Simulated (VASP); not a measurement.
# Zn (P6_3/mmc) in VASP: relaxation of shape and atoms at fixed volume with r2SCAN

Aim: the relaxation of shape and atoms at fixed volume of Zn with r2SCAN.

Everything below comes from runs of VASP 6.6.1. Logs are shortened: lines on timing, memory, paths and dates and some standing lists are left out, and cuts for length are marked.

### Step 1. The cell of the first run

The structure is hexagonal, space group P6_3/mmc (No. 194). The conventional cell has a = 2.569 Å, b = 2.569 Å, c = 4.940 Å, α = 90.00°, β = 90.00°, γ = 120.00°. Within 3.4 Å of Zn (site symmetry -6m2) lie 12 Zn at 2.57 to 2.88 Å.

### Step 2. Relaxation of shape and atoms at fixed volume, r2SCAN (14.12 Å³/atom)

The input, POSCAR:

```
Zn
1.0
    2.5691171857      0.0000000000      0.0000000000
   -1.2845585928      2.2249207481      0.0000000000
    0.0000000000      0.0000000000      4.9401199761
Zn
2
Direct
    0.3333333333      0.6666666667      0.2500000000
    0.6666666667      0.3333333333      0.7500000000
```

The input, INCAR.step1:

```
  PREC = Accurate
  ENCUT = 600
  ISMEAR = 0
  SIGMA = 0.1
  LREAL = False
  LASPH = True
  NELM = 100
  GGA = PE
  ALGO = Normal
  EDIFF = 1E-4
  LWAVE = True
  LCHARG = False
```

The input, INCAR.step2:

```
  PREC = Accurate
  ENCUT = 600
  EDIFF = 1E-6
  ISMEAR = 0
  SIGMA = 0.1
  LREAL = False
  LASPH = True
  NELM = 100
  ALGO = Normal
  ISIF = 4
  LWAVE = False
  LCHARG = False
  METAGGA = R2SCAN
  LMIXTAU = True
  IBRION = 2
  NSW = 50
  EDIFFG = -0.01
  ISTART = 1
```

The input, KPOINTS:

```
regular mesh
0
Gamma
  18 18 8
```

Potentials or basis: VASP PAW PBE potentials, release 64 (Zn).

The run is started by

```
$ cat potpaw_PBE.64/Zn/POTCAR > POTCAR
$ cp INCAR.step1 INCAR
$ mpirun -np 1 vasp_std > vasp.out
$ cp INCAR.step2 INCAR
$ mpirun -np 1 vasp_std > vasp.out
```

OUTCAR:

```text
PREC = Accurate
   ENCUT = 600
   EDIFF = 1E-6
   ISMEAR = 0
   LREAL = False
   LASPH = True
   NELM = 100
   ISIF = 4
   METAGGA = R2SCAN
   IBRION = 2
   NSW = 50
   EDIFFG = -0.01
   ISTART = 1

 ion  position               nearest neighbor table
   1  0.333  0.667  0.250-   2 2.88   2 2.88   2 2.88   2 2.88   2 2.88   2 2.88
   2  0.667  0.333  0.750-   1 2.88   1 2.88   1 2.88   1 2.88   1 2.88   1 2.88

  LATTYP: Found a hexagonal cell.
 ALAT       =     2.5691171857
 C/A-ratio  =     1.9228861975

  Lattice vectors:

 A1 = (   2.5691171857,   0.0000000000,   0.0000000000)
 A2 = (  -1.2845585928,   2.2249207481,   0.0000000000)
 A3 = (   0.0000000000,   0.0000000000,   4.9401199761)

Analysis of symmetry for initial positions (statically):
=====================================================================
 Subroutine PRICEL returns:
 Original cell was already a primitive cell.

 Routine SETGRP: Setting up the symmetry group for a
 hexagonal supercell.

 Subroutine GETGRP returns: Found 24 space group operations
 (whereof 12 operations were pure point group operations)
 out of a pool of 24 trial point group operations.

The static configuration has the point symmetry D_3d.
 The point group associated with its full space group is D_6h.

Analysis of symmetry for dynamics (positions and initial velocities):
=====================================================================
 Subroutine PRICEL returns:
 Original cell was already a primitive cell.

 Routine SETGRP: Setting up the symmetry group for a
 hexagonal supercell.

 Subroutine GETGRP returns: Found 24 space group operations
 (whereof 12 operations were pure point group operations)
 out of a pool of 24 trial point group operations.

The dynamic configuration has the point symmetry D_3d.
 The point group associated with its full space group is D_6h.

 Subroutine INISYM returns: Found 24 space group operations
 (whereof 12 operations are pure point group operations),
 and found     1 'primitive' translations

----------------------------------------------------------------------------------------

                                     Primitive cell

  volume of cell :      28.2381

  direct lattice vectors                    reciprocal lattice vectors
     2.569117186  0.000000000  0.000000000     0.389238765  0.224727106  0.000000000
    -1.284558593  2.224920748  0.000000000     0.000000000  0.449454211  0.000000000
     0.000000000  0.000000000  4.940119976     0.000000000  0.000000000  0.202424234

  length of vectors
     2.569117186  2.569117186  4.940119976     0.449454211  0.449454211  0.202424234

  position of ions in fractional coordinates (direct lattice)
     0.333333333  0.666666667  0.250000000
     0.666666667  0.333333333  0.750000000

  ion indices of the primitive-cell ions
   primitive index   ion index
                 1           1
                 2           2

----------------------------------------------------------------------------------------

 KPOINTS: regular mesh

Automatic generation of k-mesh.
 Grid dimensions read from file:
 generate k-points for:   18   18    8

 Generating k-lattice:

  Cartesian coordinates                     Fractional coordinates (reciprocal lattice)
     0.021624376  0.012484839  0.000000000     0.055555556  0.000000000  0.000000000
     0.000000000  0.024969678  0.000000000     0.000000000  0.055555556  0.000000000
     0.000000000  0.000000000  0.025303029     0.000000000  0.000000000  0.125000000

  Length of vectors
     0.024969678  0.024969678  0.025303029

  Shift w.r.t. Gamma in fractional coordinates (k-lattice)
     0.000000000  0.000000000  0.000000000

 Subroutine IBZKPT returns following result:
 ===========================================

 Found    185 irreducible k-points:

 Following reciprocal coordinates:
            Coordinates               Weight
  0.000000  0.000000  0.000000      1.000000
  0.055556 -0.000000  0.000000      6.000000
  0.111111 -0.000000  0.000000      6.000000
  0.166667 -0.000000  0.000000      6.000000
  0.222222 -0.000000  0.000000      6.000000
  0.277778  0.000000  0.000000      6.000000
[... 16 lines left out ...]
  0.333333  0.111111  0.000000     12.000000
  0.388889  0.111111  0.000000     12.000000
 [... further k-points ...]
   k-points           NKPTS =    185   k-points in BZ     NKDIM =    185   number of bands    NBANDS=     16
   number of dos      NEDOS =    301   number of ions     NIONS =      2
   total plane-waves  NPLWV =  23040
   dimension x,y,z NGX =    24 NGY =   24 NGZ =   40
   dimension x,y,z NGXF=    48 NGYF=   48 NGZF=   80
   ions per type =               2
   NGX,Y,Z   is equivalent  to a cutoff of  15.53, 15.53, 13.46 a.u.
   NGXF,Y,Z  is equivalent  to a cutoff of  31.06, 31.06, 26.92 a.u.
 SYSTEM =  unknown system
   PREC   = accura    normal or accurate (medium, high low for compatibility)
   ISTART =      1    job   : 0-new  1-cont  2-samecut
   ICHARG =      0    charge: 1-file 2-atom 10-const
   ISPIN  =      1    spin polarized calculation?
   LNONCOLLINEAR =      F non collinear calculations
   LSORBIT =      F    spin-orbit coupling
   LASPH  =      T    aspherical Exc in radial PAW
   ENCUT  =  600.0 eV  44.10 Ry    6.64 a.u.   5.13  5.13  9.87*2*pi/ulx,y,z
   NELM   =    100;   NELMIN=  2; NELMDL=  0     # of ELM steps
   EDIFF  = 0.1E-05   stopping-criterion for ELM
   LREAL  =      F    real-space projection
   EDIFFG = -.1E-01   stopping-criterion for IOM
   NSW    =     50    number of steps for IOM
   IBRION =      2    ionic relax: 0-MD 1-quasi-New 2-CG
   NFREE  =      1    steps in history (QN), initial steepest desc. (CG)
   ISIF   =      4    stress and relaxation
   ISYM   =      2    0-nonsym 1-usesym 2-fastsym
   POTIM  = 0.5000    time-step for ionic-motion
   TEBEG  =    0.0;   TEEND  =   0.0 temperature during run
   PSTRESS=    0.0 pullay stress
   NELECT =      24.0000    total number of electrons
   NUPDOWN=      -1.0000    fix difference up-down
   EMIN   =  10.00;   EMAX   =-10.00  energy-range for DOS
   EFERMI =   0.00;   METHOD = LEGACY
   ISMEAR =     0;   SIGMA  =   0.10  broadening in eV -4-tet -1-fermi 0-gaus
   EFERMI_NEDOS =   21; number of points for ismear=-14 and -15
   IALGO  =     38    algorithm
   IMIX   =      4    mixing-type and parameters
     AMIX     =   0.40;   BMIX     =  1.00
     AMIX_MAG =   1.60;   BMIX_MAG =  1.00
  volume/ion in A,a.u.               =      14.12        95.28
  Fermi-wavevector in a.u.,A,eV,Ry     =   1.550720  2.930435 32.718353  2.404731
  Thomas-Fermi vector in A             =   2.655342
   LORBIT       =      0    0 simple, 1 ext, 2 COOP (PROOUT), +10 PAW based schemes
   METAGGA = R2SCAN    functional components
   LHFCALC =     F    Hartree Fock is set to
   AEXX    =    0.0000 exact exchange contribution
   IVDW    =     0    specifies the selected vdW correction
   LEPSILON=     F    determine dielectric tensor
   LRPA    =     F    only Hartree local field effects (RPA)
 conjugate gradient relaxation of ions
 non-spin polarized calculation
 Gauss-broadening in eV      SIGMA  =   0.10
  energy-cutoff  :      600.00
  volume of cell :       28.24
 maximum number of plane-waves:       963
 NGX is ok and might be reduce to    24
   NGX = 11   NGY = 11   NGZ = 19

--------------------------------------- Ionic step        1  -------------------------------------------

 number of electron      23.9999999 magnetization

 Free energy of the ion-electron system (eV)
  ---------------------------------------------------
  ext. energy  EPLUGINS =         0.00000000
  ---------------------------------------------------
  free energy    TOTEN  =       -17.79479593 eV

  energy without entropy =      -17.79262167  energy(sigma->0) =      -17.79370880

------------------------ aborting loop because EDIFF is reached ----------------------------------------

  FORCE on cell =-STRESS in cart. coord.  units (eV):
  Direction    XX          YY          ZZ          XY          YZ          ZX
  --------------------------------------------------------------------------------------
  -------------------------------------------------------------------------------------
  Total        0.7103814      0.7103814      0.3217891      0.0000000     -0.0000000      0.0000000
  in kB       40.3056740     40.3056740     18.2576973      0.0000000     -0.0000000      0.0000000
  external PRESSURE =      32.9563485 kB  Pullay stress =       0.0000000 kB

 VOLUME and BASIS-vectors are now :
 -----------------------------------------------------------------------------
  energy-cutoff  :      600.00
  volume of cell :       28.24
      direct lattice vectors                 reciprocal lattice vectors
     2.569117186  0.000000000  0.000000000     0.389238765  0.224727106  0.000000000
    -1.284558593  2.224920748  0.000000000     0.000000000  0.449454211  0.000000000
     0.000000000  0.000000000  4.940119976     0.000000000  0.000000000  0.202424234
[... 37 lines left out ...]
 POSITION                                       TOTAL-FORCE (eV/Angst)
 -----------------------------------------------------------------------------------
     -0.00000      1.48793      1.22732         0.000000     -0.000000     -0.000000
      1.28858      0.74396      3.68197        -0.000000      0.000000      0.000000
 -----------------------------------------------------------------------------------
    total drift:                               -0.000000      0.000000      0.000000

  FREE ENERGIE OF THE ION-ELECTRON SYSTEM (eV)
  ---------------------------------------------------
  free  energy   TOTEN  =       -17.7968776053 eV

  energy  without entropy=      -17.7945975916  energy(sigma->0) =      -17.79573760

--------------------------------------- Ionic step        3  -------------------------------------------

 number of electron      23.9999992 magnetization

 Free energy of the ion-electron system (eV)
  ---------------------------------------------------
  ext. energy  EPLUGINS =         0.00000000
  ---------------------------------------------------
  free energy    TOTEN  =       -17.79909954 eV

  energy without entropy =      -17.79686107  energy(sigma->0) =      -17.79798031

 E-fermi :   3.6802     XC(G=0): -13.0897

 val. band max:        3.6739274145   @ k =   0.3333   0.3333   0.1250
 cond. band min:       3.6828456587   @ k =   0.3333   0.2778   0.0000
 fundamental gap:      0.0089182442
 Fermi energy:         3.6801738375

 k-point     1 :       0.0000    0.0000    0.0000
  band No.  band energies     occupation
      1      -7.9681      2.00000
      2      -5.8014      2.00000
      3      -4.9396      2.00000
      4      -4.6684      2.00000
      5      -4.6683      2.00000
      6      -4.6081      2.00000
[... 8 lines left out ...]
     15      22.3067      0.00000
     16      22.9465      0.00000
[... 419 lines left out ...]
 k-point    24 :       0.3889    0.1111    0.0000
  band No.  band energies     occupation
      1      -5.4271      2.00000
      2      -5.3207      2.00000
      3      -5.2207      2.00000
      4      -4.6836      2.00000
      5      -4.5397      2.00000
      6      -4.5205      2.00000
[... 8 lines left out ...]
     15       9.8057      0.00000
     16      10.9161      0.00000

 [... further k-points ...]

------------------------ aborting loop because EDIFF is reached ----------------------------------------

  FORCE on cell =-STRESS in cart. coord.  units (eV):
  Direction    XX          YY          ZZ          XY          YZ          ZX
  --------------------------------------------------------------------------------------
  -------------------------------------------------------------------------------------
  Total        0.3505999      0.3505999      0.3664418      0.0000000      0.0000000      0.0000000
  in kB       19.8923667     19.8923667     20.7912025      0.0000000      0.0000000      0.0000000
  external PRESSURE =      20.1919787 kB  Pullay stress =       0.0000000 kB

 VOLUME and BASIS-vectors are now :
 -----------------------------------------------------------------------------
  energy-cutoff  :      600.00
  volume of cell :       28.24
      direct lattice vectors                 reciprocal lattice vectors
     2.601635348  0.000000000  0.000000000     0.384373621  0.221918214  0.000000000
    -1.300817674  2.253082302 -0.000000000    -0.000000000  0.443836428  0.000000000
     0.000000000 -0.000000000  4.817397421    -0.000000000  0.000000000  0.207580964

 POSITION                                       TOTAL-FORCE (eV/Angst)
 -----------------------------------------------------------------------------------
     -0.00000      1.50205      1.20435        -0.000000      0.000000     -0.000000
      1.30082      0.75103      3.61305         0.000000     -0.000000      0.000000
 -----------------------------------------------------------------------------------
    total drift:                               -0.000000      0.000000      0.000000

  FREE ENERGIE OF THE ION-ELECTRON SYSTEM (eV)
  ---------------------------------------------------
  free  energy   TOTEN  =       -17.7990995436 eV

  energy  without entropy=      -17.7968610705  energy(sigma->0) =      -17.79798031

 reached required accuracy - stopping structural energy minimisation
```

Run time: 4.4 min. Hardware: 1 thread of Intel Xeon 6975P-C (Granite Rapids), shared host; peak memory 0.22 GiB.

What came out:

```
Free energy               : -17.7991 eV
Energy gained by relaxing : 2.2 meV/atom
Ionic steps               : 3
Pressure after relaxing   : 2.0 GPa
Band gap on the k mesh    : zero (bands 12 and 13 overlap by 4.72 eV)
```

Stress tensor (GPa, compression positive):
```
1.99 0.00 0.00
0.00 1.99 0.00
0.00 0.00 2.08
```

The path:
| step | energy change (eV) | largest force (eV/Å) | pressure (GPa) | volume (Å³) |
| --- | --- | --- | --- | --- |
| 1 | 0.0000 | 0.0000 | 3.30 | 28.24 |
| 2 | -0.0021 | 0.0000 | 2.93 | 28.24 |
| 3 | -0.0043 | 0.0000 | 2.02 | 28.24 |

Final structure:
```yaml
crystal:
  lattice:
    - [2.60164, 0.00000, 0.00000]
    - [-1.30082, 2.25308, 0.00000]
    - [0.00000, 0.00000, 4.81740]
  atoms:
    - { symbol: Zn, position: [0.33333, 0.66667, 0.25000] }
    - { symbol: Zn, position: [0.66667, 0.33333, 0.75000] }
```

Caveat: the PAW data sets were made with another functional, which shifts forces and pressure a little.
